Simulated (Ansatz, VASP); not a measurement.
ZnSn2N2: VASP beside Ansatz

The input INCAR:

```
SYSTEM = ZnSn2N2
PREC = Accurate
ENCUT = 600
EDIFF = 1E-6
ISMEAR = -1
SIGMA = 0.05
LREAL = .False.
LASPH = .True.
NELM = 80
ALGO = Normal
ISIF = 3
LWAVE = .False.
LCHARG = .False.
GGA = PS
IBRION = 2
NSW = 80
EDIFFG = -0.05
```

KPOINTS

```
regular mesh
0
Gamma
  7 7 3
  0 0 0
```

File POSCAR:

```
ZnSn2N2
1.0
    3.3523260000      0.0000000000      0.0000000000
    0.0000000000      3.3523260000      0.0000000000
    0.0000000000      0.0000000000      8.0642090000
Zn Sn N
1 2 2
Direct
    0.0000000000      0.0000000000      0.0000000000
    0.5000000000      0.5000000000      0.6941730000
    0.5000000000      0.5000000000      0.3058270000
    0.5000000000      0.0000000000      0.1458100000
    0.0000000000      0.5000000000      0.8541900000
```

Input for Ansatz:

```yaml
crystal:
  lattice:
    - [3.352326, 0.0, 0.0]
    - [0.0, 3.352326, 0.0]
    - [0.0, 0.0, 8.064209]
  atoms:
    - { symbol: Zn, position: [0.0, 0.0, 0.0] }
    - { symbol: Sn, position: [0.5, 0.5, 0.694173] }
    - { symbol: Sn, position: [0.5, 0.5, 0.305827] }
    - { symbol: "N", position: [0.5, 0.0, 0.14581] }
    - { symbol: "N", position: [0.0, 0.5, 0.85419] }
kpoints:
  mp_grid:
    grid: [7, 7, 3]
    shift: [0.0, 0.0, 0.0]
hamiltonian:
  xc: pbesol
  dispersion: none
scf:
  occupations:
    method: fermi_dirac
    width: 0.05
relax:
  f_tol: 0.05
  cell: {}
```

Alike in both runs: task relaxation of cell and atoms; functional PBEsol; k mesh 7 × 7 × 3; occupations fermi-dirac, width 0.05 eV; no spin polarisation.

|  | VASP | Ansatz |
| --- | --- | --- |
| version | VASP 6.6.1 | Ansatz 0.2.0 |
| potentials or method | VASP PAW PBE potentials, release 64 (Zn, Sn_d, N) | plane waves, PAW |
| plane-wave cutoff (eV) | 600 | 420 |
| valence electrons in the cell | 50 | 50 |

```csv
,VASP,Ansatz,Ansatz less VASP
relaxed volume (Å³/atom),17.29,17.20,-0.086
relaxed cell length with the largest relative difference (Å),7.920,7.905,-0.0154
```

VASP's potentials were made for PBE, not for PBEsol.
